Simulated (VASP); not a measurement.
Write the native input for VASP 6.6.1 that does the following.

```yaml
Task: single point
Functional: LDA
Potentials_or_basis: VASP PAW LDA potentials, release 64 (Fe_sv, O)
Cutoff: 600 eV
k_mesh: 5 × 5 × 5
Occupations: gaussian, width 0.05 eV
Spin: collinear spin, ferromagnetic start
Starting_moments: "[3.62, 3.62, 0.17, 0.17] μB"
Hubbard_terms: Fe d U = 3.0 eV
Dipole_correction: no
Second_run: valence_matched
Further_INCAR_settings: ALGO = Normal; EDIFF = 1e-06; NBANDS = 34
```

The structure of FeO lies in POSCAR:

```
FeO
1.0
    3.5023808100      0.0000000000      0.0000000000
    0.0000000000      3.5023808100      0.0000000000
    0.0000000000      0.0000000000      4.3604723100
Fe O
2 2
Direct
    0.0000000000      0.5000000000      0.0000000000
    0.5000000000      0.0000000000      0.5000000000
    0.0000000000      0.0000000000      0.2500000000
    0.0000000000      0.0000000000      0.7500000000
```

One way to write it, as run:

INCAR

```
SYSTEM = FeO
PREC = Accurate ; ENCUT = 600
EDIFF = 1E-6 ; ISMEAR = 0
SIGMA = 0.05 ; LREAL = .FALSE.
LASPH = .TRUE. ; NELM = 200
ALGO = Normal ; ISIF = 2
LWAVE = .FALSE. ; LCHARG = .FALSE.
ISPIN = 2 ; MAGMOM = 3.62 3.62 0.17 0.17
LORBIT = 11 ; LMAXMIX = 4
LDAU = .TRUE. ; LDAUTYPE = 2
LDAUL = 2 -1 ; LDAUU = 3 0
LDAUJ = 0 0 ; LDAUPRINT = 1
NBANDS = 34 ; GGA_COMPAT = .FALSE.
```

KPOINTS

```
regular mesh
0
G
  5 5 5
  0 0 0
```

Potentials or basis: VASP PAW LDA potentials, release 64 (Fe_sv, O).

Run with:

```console
$ cat potpaw_LDA.64/Fe_sv/POTCAR potpaw_LDA.64/O/POTCAR > POTCAR
$ mpirun -np 1 vasp_std > vasp.out
```

Results of the run:

```yaml
Pressure: -15.1 GPa
Net_moment: 7.56 μB per cell
Site_moments: Fe +3.50; O +0.14 μB
Valence_electrons_inside_the_program's_atomic_spheres: Fe 13.56; O 4.94
```

Caveat: only a ferromagnetic start was run, and an antiferromagnetic order may lie lower in energy.

Wall time 41 s on 1 thread of Intel(R) Xeon(R) 6975P-C (Granite Rapids), with other jobs on the host, peak memory 0.19 GiB.
